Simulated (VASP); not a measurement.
# Cu in VASP: further runs

The runs below take Cu through single point, with LDA.

Program: VASP 6.6.1. These are calculated values, not measurements. Logs are shortened: lines on timing, memory, paths and dates and some standing lists are left out, and cuts for length are marked.

## Step 1: The cell of the first run

The cell holds a slab with vacuum, 6 atoms: a = 2.488 Å, b = 2.488 Å, c = 25.156 Å, α = 90.00°, β = 90.00°, γ = 120.00°.

## Step 2: Single point, LDA

File INCAR:

```
ALGO = Normal
DIPOL = 0.5 0.5 0.500
EDIFF = 1E-6
ENCUT = 520
GGA = CA
IDIPOL = 3
ISIF = 2
ISMEAR = 0
LASPH = T
LCHARG = F
LDIPOL = T
LREAL = F
LWAVE = F
NBANDS = 42
NELM = 80
PREC = Accurate
SIGMA = 0.1
```

File KPOINTS:

```
k-points
0
Gamma
  15 15 1
```

File POSCAR:

```
Cu
1.0
    2.4877672850      0.0000000000      0.0000000000
   -1.2438836425      2.1544696675      0.0000000000
    0.0000000000      0.0000000000     25.1562674119
Cu
6
Direct
    0.6666666667      0.3333333333      0.2981364396
    0.3333333333      0.6666666667      0.3788818638
    0.0000000000      0.0000000000      0.4596272879
    0.6666666667      0.3333333333      0.5403727121
    0.3333333333      0.6666666667      0.6211181362
    0.0000000000      0.0000000000      0.7018635604
```

Potentials or basis: VASP PAW LDA potentials, release 64 (Cu).

Launch:

```sh
$ cat potpaw_LDA.64/Cu/POTCAR > POTCAR
$ mpirun -np 1 vasp_std > vasp.out
```

OUTCAR:

```text
EDIFF = 1E-6
   ENCUT = 520
   GGA = CA
   ISIF = 2
   ISMEAR = 0
   LASPH = T
   LREAL = F
   NELM = 80
   PREC = Accurate

 ion  position               nearest neighbor table
   1  0.667  0.333  0.298-   2 2.49   2 2.49   2 2.49
   2  0.333  0.667  0.379-   3 2.49   3 2.49   3 2.49   1 2.49   1 2.49   1 2.49
   3  0.000  0.000  0.460-   2 2.49   2 2.49   2 2.49   4 2.49   4 2.49   4 2.49
   4  0.667  0.333  0.540-   5 2.49   5 2.49   5 2.49   3 2.49   3 2.49   3 2.49
   5  0.333  0.667  0.621-   4 2.49   4 2.49   4 2.49   6 2.49   6 2.49   6 2.49
   6  0.000  0.000  0.702-   5 2.49   5 2.49   5 2.49

  LATTYP: Found a hexagonal cell.
 ALAT       =     2.4877672850
 C/A-ratio  =    10.1119857808

  Lattice vectors:

 A1 = (   2.4877672850,   0.0000000000,   0.0000000000)
 A2 = (  -1.2438836425,   2.1544696675,   0.0000000000)
 A3 = (   0.0000000000,   0.0000000000,  25.1562674119)

Analysis of symmetry for initial positions (statically):
=====================================================================
 Subroutine PRICEL returns:
 Original cell was already a primitive cell.

 Routine SETGRP: Setting up the symmetry group for a
 hexagonal supercell.

 Subroutine GETGRP returns: Found 12 space group operations
 (whereof  6 operations were pure point group operations)
 out of a pool of 24 trial point group operations.

The static configuration has the point symmetry C_3v.
 The point group associated with its full space group is D_3d.

Analysis of symmetry for dynamics (positions and initial velocities):
=====================================================================
 Subroutine PRICEL returns:
 Original cell was already a primitive cell.

 Routine SETGRP: Setting up the symmetry group for a
 hexagonal supercell.

 Subroutine GETGRP returns: Found 12 space group operations
 (whereof  6 operations were pure point group operations)
 out of a pool of 24 trial point group operations.

The dynamic configuration has the point symmetry C_3v.
 The point group associated with its full space group is D_3d.

 Subroutine INISYM returns: Found 12 space group operations
 (whereof  6 operations are pure point group operations),
 and found     1 'primitive' translations

----------------------------------------------------------------------------------------

                                     Primitive cell

  volume of cell :     134.8330

  direct lattice vectors                    reciprocal lattice vectors
[... 105 lines left out ...]
   PSTRESS=    0.0 pullay stress
   NELECT =      66.0000    total number of electrons
   NUPDOWN=      -1.0000    fix difference up-down
   EMIN   =  10.00;   EMAX   =-10.00  energy-range for DOS
   EFERMI =   0.00;   METHOD = LEGACY
   ISMEAR =     0;   SIGMA  =   0.10  broadening in eV -4-tet -1-fermi 0-gaus
   EFERMI_NEDOS =   21; number of points for ismear=-14 and -15
   IALGO  =     38    algorithm
   IMIX   =      4    mixing-type and parameters
     AMIX     =   0.40;   BMIX     =  1.00
     AMIX_MAG =   1.60;   BMIX_MAG =  1.00
  volume/ion in A,a.u.               =      22.47       151.65
  Fermi-wavevector in a.u.,A,eV,Ry     =   1.290201  2.438126 22.648510  1.664619
  Thomas-Fermi vector in A             =   2.422047
   LORBIT       =      0    0 simple, 1 ext, 2 COOP (PROOUT), +10 PAW based schemes
   GGA     = CA    functional components
   LHFCALC =     F    Hartree Fock is set to
   AEXX    =    0.0000 exact exchange contribution
   IVDW    =     0    specifies the selected vdW correction
   LEPSILON=     F    determine dielectric tensor
   LRPA    =     F    only Hartree local field effects (RPA)
 non-spin polarized calculation
 Gauss-broadening in eV      SIGMA  =   0.10
  energy-cutoff  :      520.00
  volume of cell :      134.83
 maximum number of plane-waves:      3666
 NGX is ok and might be reduce to    20
   NGX =  9   NGY =  9   NGZ = 93

 number of electron      65.9999971 magnetization

 dipolmoment           0.000000      0.000000      0.000003 electrons x Angstroem

 Free energy of the ion-electron system (eV)
  ---------------------------------------------------
  ext. energy  EPLUGINS =         0.00000000
  ---------------------------------------------------
  free energy    TOTEN  =       -27.04797344 eV

  energy without entropy =      -27.03099318  energy(sigma->0) =      -27.03948331

 E-fermi :   1.3942     XC(G=0):  -7.3657

 val. band max:        1.3848473573   @ k =   0.3333   0.1333   0.0000
 cond. band min:       1.3989010881   @ k =   0.4000   0.0667   0.0000
 fundamental gap:      0.0140537308
 Fermi energy:         1.3942134113

 k-point     1 :       0.0000    0.0000    0.0000
  band No.  band energies     occupation
      1      -8.3604      2.00000
      2      -7.6496      2.00000
      3      -6.5952      2.00000
      4      -5.3739      2.00000
      5      -4.4534      2.00000
      6      -4.2034      2.00000
[... 1069 lines left out ...]
     41       9.4282      0.00000
     42       9.6584      0.00000

 [... further k-points ...]

------------------------ aborting loop because EDIFF is reached ----------------------------------------

 vacuum level on the upper side and lower side of the slab       (xc-potential included)        -0.147        -0.147

  FORCE on cell =-STRESS in cart. coord.  units (eV):
  Direction    XX          YY          ZZ          XY          YZ          ZX
  --------------------------------------------------------------------------------------
  -------------------------------------------------------------------------------------
  Total       -1.5033670     -1.5033670     -0.0010688      0.0000000      0.0000000     -0.0000000
  in kB      -17.8640231    -17.8640231     -0.0127008      0.0000000      0.0000000     -0.0000000
  external PRESSURE =     -11.9135823 kB  Pullay stress =       0.0000000 kB

 VOLUME and BASIS-vectors are now :
 -----------------------------------------------------------------------------
  energy-cutoff  :      520.00
  volume of cell :      134.83
      direct lattice vectors                 reciprocal lattice vectors
     2.487767285  0.000000000  0.000000000     0.401966858  0.232075674  0.000000000
    -1.243883642  2.154469667  0.000000000     0.000000000  0.464151348  0.000000000
     0.000000000  0.000000000 25.156267412     0.000000000  0.000000000  0.039751525

 POSITION                                       TOTAL-FORCE (eV/Angst)
 -----------------------------------------------------------------------------------
      1.24388      0.71816      7.50000         0.000000      0.000000      0.043758
     -0.00000      1.43631      9.53125        -0.000000     -0.000000     -0.059646
      0.00000      0.00000     11.56251        -0.000000      0.000000     -0.062388
      1.24388      0.71816     13.59376         0.000000     -0.000000      0.062388
     -0.00000      1.43631     15.62501        -0.000000     -0.000000      0.059646
      0.00000      0.00000     17.65627        -0.000000     -0.000000     -0.043758
 -----------------------------------------------------------------------------------
    total drift:                               -0.000000     -0.000000      0.000505

  FREE ENERGIE OF THE ION-ELECTRON SYSTEM (eV)
  ---------------------------------------------------
  free  energy   TOTEN  =       -27.0479734434 eV

  energy  without entropy=      -27.0309931804  energy(sigma->0) =      -27.03948331

 vacuum level on the upper side and lower side of the slab         6.553         6.553
```

OSZICAR:

```text
N       E                     dE             d eps       ncg     rms          rms(c)
DAV:   1     0.600631894208E+03    0.60063E+03   -0.29587E+04  2268   0.237E+03
DAV:   2     0.434540966690E+02   -0.55718E+03   -0.53738E+03  2268   0.438E+02
DAV:   3    -0.301288511127E+02   -0.73583E+02   -0.68241E+02  2358   0.213E+02
[... 16 lines left out ...]
DAV:  20    -0.270479556606E+02   -0.97387E-05   -0.10407E-06  1546   0.260E-02    0.189E-03
DAV:  21    -0.270479669451E+02   -0.11285E-04   -0.96875E-07  1522   0.153E-02    0.153E-03
DAV:  22    -0.270479706302E+02   -0.36851E-05   -0.34743E-07  1522   0.117E-02    0.419E-04
DAV:  23    -0.270479731922E+02   -0.25620E-05   -0.21214E-07  1420   0.573E-03    0.441E-04
DAV:  24    -0.270479734434E+02   -0.25124E-06   -0.46906E-08  1490   0.531E-03
   1 F= -.27047973E+02 E0= -.27039483E+02  d E =-.169803E-01
```

It took 7.6 min on 1 thread of Intel Xeon 8259CL, shared host; peak memory 0.27 GiB.

What came out:

```
Free energy            : -27.0480 eV
Largest force          : 0.062 eV/Å
Band gap on the k mesh : zero (bands 33 and 34 overlap by 5.27 eV)
```

Forces on the atoms (eV/Å):
```
Cu   0.000  0.000  0.044
Cu   0.000  0.000 -0.060
Cu   0.000  0.000 -0.062
Cu   0.000  0.000  0.062
Cu   0.000  0.000  0.060
Cu   0.000  0.000 -0.044
```

## Step 3: Single point, LDA

File INCAR:

```
SYSTEM = Cu
PREC = Accurate ; ENCUT = 520
EDIFF = 1E-6 ; ISMEAR = 0
SIGMA = 0.1 ; LREAL = .False.
LASPH = .True. ; NELM = 60
ALGO = Normal ; ISIF = 2
LWAVE = .False. ; LCHARG = .False.
LDIPOL = .True. ; IDIPOL = 3
DIPOL = 0.5 0.5 0.500 ; GGA = CA
NBANDS = 42
```

File KPOINTS:

```
regular mesh
0
Gamma
  15 15 1
  0 0 0
```

File POSCAR:

```
Cu
1.0
    2.4877672850      0.0000000000      0.0000000000
   -1.2438836425      2.1544696675      0.0000000000
    0.0000000000      0.0000000000     25.1562674119
Cu
6
Direct
    0.6666666667      0.3333333333      0.2986854408
    0.3333333333      0.6666666667      0.3787864971
    0.0000000000      0.0000000000      0.4594311656
    0.6666666667      0.3333333333      0.5405688232
    0.3333333333      0.6666666667      0.6212135006
    0.0000000000      0.0000000000      0.7013145727
```

Potentials or basis: VASP PAW LDA potentials, release 64 (Cu).

Launch:

```sh
$ cat potpaw_LDA.64/Cu/POTCAR > POTCAR
$ mpirun -np 1 vasp_std > vasp.out
```

OUTCAR:

```text
SYSTEM = Cu
   PREC = Accurate
   ENCUT = 520
   EDIFF = 1E-6
   ISMEAR = 0
   LREAL = .False.
   LASPH = .True.
   NELM = 60
   ISIF = 2
   GGA = CA

 ion  position               nearest neighbor table
   1  0.667  0.333  0.299-   2 2.47   2 2.47   2 2.47
   2  0.333  0.667  0.379-   1 2.47   1 2.47   1 2.47   3 2.49   3 2.49   3 2.49
   3  0.000  0.000  0.459-   2 2.49   2 2.49   2 2.49   4 2.50   4 2.50   4 2.50
   4  0.667  0.333  0.541-   5 2.49   5 2.49   5 2.49   3 2.50   3 2.50   3 2.50
   5  0.333  0.667  0.621-   6 2.47   6 2.47   6 2.47   4 2.49   4 2.49   4 2.49
   6  0.000  0.000  0.701-   5 2.47   5 2.47   5 2.47

  LATTYP: Found a hexagonal cell.
 ALAT       =     2.4877672850
 C/A-ratio  =    10.1119857808

  Lattice vectors:

 A1 = (   2.4877672850,   0.0000000000,   0.0000000000)
 A2 = (  -1.2438836425,   2.1544696675,   0.0000000000)
 A3 = (   0.0000000000,   0.0000000000,  25.1562674119)

Analysis of symmetry for initial positions (statically):
=====================================================================
 Subroutine PRICEL returns:
 Original cell was already a primitive cell.

 Routine SETGRP: Setting up the symmetry group for a
 hexagonal supercell.

 Subroutine GETGRP returns: Found 12 space group operations
 (whereof  6 operations were pure point group operations)
 out of a pool of 24 trial point group operations.

The static configuration has the point symmetry C_3v.
 The point group associated with its full space group is D_3d.

Analysis of symmetry for dynamics (positions and initial velocities):
=====================================================================
 Subroutine PRICEL returns:
 Original cell was already a primitive cell.

 Routine SETGRP: Setting up the symmetry group for a
 hexagonal supercell.

 Subroutine GETGRP returns: Found 12 space group operations
 (whereof  6 operations were pure point group operations)
 out of a pool of 24 trial point group operations.

The dynamic configuration has the point symmetry C_3v.
 The point group associated with its full space group is D_3d.

 Subroutine INISYM returns: Found 12 space group operations
 (whereof  6 operations are pure point group operations),
 and found     1 'primitive' translations

----------------------------------------------------------------------------------------

                                     Primitive cell

  volume of cell :     134.8330

  direct lattice vectors                    reciprocal lattice vectors
     2.487767285  0.000000000  0.000000000     0.401966858  0.232075674  0.000000000
    -1.243883642  2.154469667  0.000000000     0.000000000  0.464151348  0.000000000
     0.000000000  0.000000000 25.156267412     0.000000000  0.000000000  0.039751525

  length of vectors
     2.487767285  2.487767285 25.156267412     0.464151348  0.464151348  0.039751525

  position of ions in fractional coordinates (direct lattice)
     0.666666667  0.333333333  0.298685441
     0.333333333  0.666666667  0.378786497
     0.000000000  0.000000000  0.459431166
     0.666666667  0.333333333  0.540568823
     0.333333333  0.666666667  0.621213501
     0.000000000  0.000000000  0.701314573

[... 60 lines left out ...]
  0.400000  0.200000  0.000000      6.000000
 [... further k-points ...]
   k-points           NKPTS =     27   k-points in BZ     NKDIM =     27   number of bands    NBANDS=     42
   number of dos      NEDOS =    301   number of ions     NIONS =      6
   total plane-waves  NPLWV =  76800
   dimension x,y,z NGX =    20 NGY =   20 NGZ =  192
   dimension x,y,z NGXF=    40 NGYF=   40 NGZF=  384
   ions per type =               6
   NGX,Y,Z   is equivalent  to a cutoff of  13.37, 13.37, 12.69 a.u.
   NGXF,Y,Z  is equivalent  to a cutoff of  26.73, 26.73, 25.38 a.u.
 SYSTEM =  Cu
   PREC   = accura    normal or accurate (medium, high low for compatibility)
   ISTART =      0    job   : 0-new  1-cont  2-samecut
   ICHARG =      2    charge: 1-file 2-atom 10-const
   ISPIN  =      1    spin polarized calculation?
   LNONCOLLINEAR =      F non collinear calculations
   LSORBIT =      F    spin-orbit coupling
   LASPH  =      T    aspherical Exc in radial PAW
   ENCUT  =  520.0 eV  38.22 Ry    6.18 a.u.   4.63  4.63 46.77*2*pi/ulx,y,z
   NELM   =     60;   NELMIN=  2; NELMDL= -5     # of ELM steps
   EDIFF  = 0.1E-05   stopping-criterion for ELM
   LREAL  =      F    real-space projection
   EDIFFG = 0.1E-04   stopping-criterion for IOM
   NSW    =      0    number of steps for IOM
   IBRION =     -1    ionic relax: 0-MD 1-quasi-New 2-CG
   NFREE  =      0    steps in history (QN), initial steepest desc. (CG)
   ISIF   =      2    stress and relaxation
   ISYM   =      2    0-nonsym 1-usesym 2-fastsym
   POTIM  = 0.5000    time-step for ionic-motion
   TEBEG  =    0.0;   TEEND  =   0.0 temperature during run
   PSTRESS=    0.0 pullay stress
   NELECT =      66.0000    total number of electrons
   NUPDOWN=      -1.0000    fix difference up-down
   EMIN   =  10.00;   EMAX   =-10.00  energy-range for DOS
   EFERMI =   0.00;   METHOD = LEGACY
   ISMEAR =     0;   SIGMA  =   0.10  broadening in eV -4-tet -1-fermi 0-gaus
   EFERMI_NEDOS =   21; number of points for ismear=-14 and -15
   IALGO  =     38    algorithm
   IMIX   =      4    mixing-type and parameters
     AMIX     =   0.40;   BMIX     =  1.00
     AMIX_MAG =   1.60;   BMIX_MAG =  1.00
  volume/ion in A,a.u.               =      22.47       151.65
  Fermi-wavevector in a.u.,A,eV,Ry     =   1.290201  2.438126 22.648510  1.664619
  Thomas-Fermi vector in A             =   2.422047
   LORBIT       =      0    0 simple, 1 ext, 2 COOP (PROOUT), +10 PAW based schemes
   GGA     = CA    functional components
   LHFCALC =     F    Hartree Fock is set to
   AEXX    =    0.0000 exact exchange contribution
   IVDW    =     0    specifies the selected vdW correction
   LEPSILON=     F    determine dielectric tensor
   LRPA    =     F    only Hartree local field effects (RPA)
 non-spin polarized calculation
 Gauss-broadening in eV      SIGMA  =   0.10
  energy-cutoff  :      520.00
  volume of cell :      134.83
 maximum number of plane-waves:      3666
 NGX is ok and might be reduce to    20
   NGX =  9   NGY =  9   NGZ = 93

 dipolmoment           0.000000      0.000000     -0.000000 electrons x Angstroem

 number of electron      65.9999981 magnetization

 dipolmoment           0.000000      0.000000      0.000005 electrons x Angstroem

 Free energy of the ion-electron system (eV)
  ---------------------------------------------------
  ext. energy  EPLUGINS =         0.00000000
  ---------------------------------------------------
  free energy    TOTEN  =       -27.04866682 eV

  energy without entropy =      -27.03145246  energy(sigma->0) =      -27.04005964

 E-fermi :   1.4003     XC(G=0):  -7.3578

 val. band max:        1.3857791797   @ k =   0.3333   0.1333   0.0000
 cond. band min:       1.4004092102   @ k =   0.4000   0.0667   0.0000
 fundamental gap:      0.0146300305
 Fermi energy:         1.4003239261

 k-point     1 :       0.0000    0.0000    0.0000
  band No.  band energies     occupation
      1      -8.3573      2.00000
      2      -7.6730      2.00000
      3      -6.6024      2.00000
      4      -5.3740      2.00000
      5      -4.4537      2.00000
      6      -4.2017      2.00000
[... 1069 lines left out ...]
     41       9.4373      0.00000
     42       9.6652      0.00000

 [... further k-points ...]

------------------------ aborting loop because EDIFF is reached ----------------------------------------

 vacuum level on the upper side and lower side of the slab       (xc-potential included)        -0.156        -0.156

  FORCE on cell =-STRESS in cart. coord.  units (eV):
  Direction    XX          YY          ZZ          XY          YZ          ZX
  --------------------------------------------------------------------------------------
  -------------------------------------------------------------------------------------
  Total       -1.3723173     -1.3723173      0.2599379      0.0000000      0.0000000      0.0000000
  in kB      -16.3068017    -16.3068017      3.0887574      0.0000000      0.0000000      0.0000000
  external PRESSURE =      -9.8416153 kB  Pullay stress =       0.0000000 kB

 VOLUME and BASIS-vectors are now :
 -----------------------------------------------------------------------------
  energy-cutoff  :      520.00
  volume of cell :      134.83
      direct lattice vectors                 reciprocal lattice vectors
     2.487767285  0.000000000  0.000000000     0.401966858  0.232075674  0.000000000
    -1.243883642  2.154469667  0.000000000     0.000000000  0.464151348  0.000000000
     0.000000000  0.000000000 25.156267412     0.000000000  0.000000000  0.039751525

 POSITION                                       TOTAL-FORCE (eV/Angst)
 -----------------------------------------------------------------------------------
      1.24388      0.71816      7.51381        -0.000000     -0.000000     -0.028372
     -0.00000      1.43631      9.52885        -0.000000      0.000000     -0.001422
      0.00000      0.00000     11.55757         0.000000     -0.000000     -0.000910
      1.24388      0.71816     13.59869        -0.000000     -0.000000      0.000910
     -0.00000      1.43631     15.62741         0.000000     -0.000000      0.001422
      0.00000      0.00000     17.64246        -0.000000      0.000000      0.028372
 -----------------------------------------------------------------------------------
    total drift:                               -0.000000     -0.000000      0.000893

  FREE ENERGIE OF THE ION-ELECTRON SYSTEM (eV)
  ---------------------------------------------------
  free  energy   TOTEN  =       -27.0486668187 eV

  energy  without entropy=      -27.0314524575  energy(sigma->0) =      -27.04005964

 vacuum level on the upper side and lower side of the slab         6.538         6.538
```

Run time: 7.5 min. Hardware: 1 thread of Intel Xeon 8259CL, shared host; peak memory 0.27 GiB.

Results:

```
Free energy            : -27.0487 eV
Largest force          : 0.028 eV/Å
Band gap on the k mesh : zero (bands 33 and 34 overlap by 5.27 eV)
```

Forces in eV/Å, atoms in the order of the input:
```
Cu   0.000  0.000 -0.028
Cu   0.000  0.000 -0.001
Cu   0.000  0.000 -0.001
Cu   0.000  0.000  0.001
Cu   0.000  0.000  0.001
Cu   0.000  0.000  0.028
```
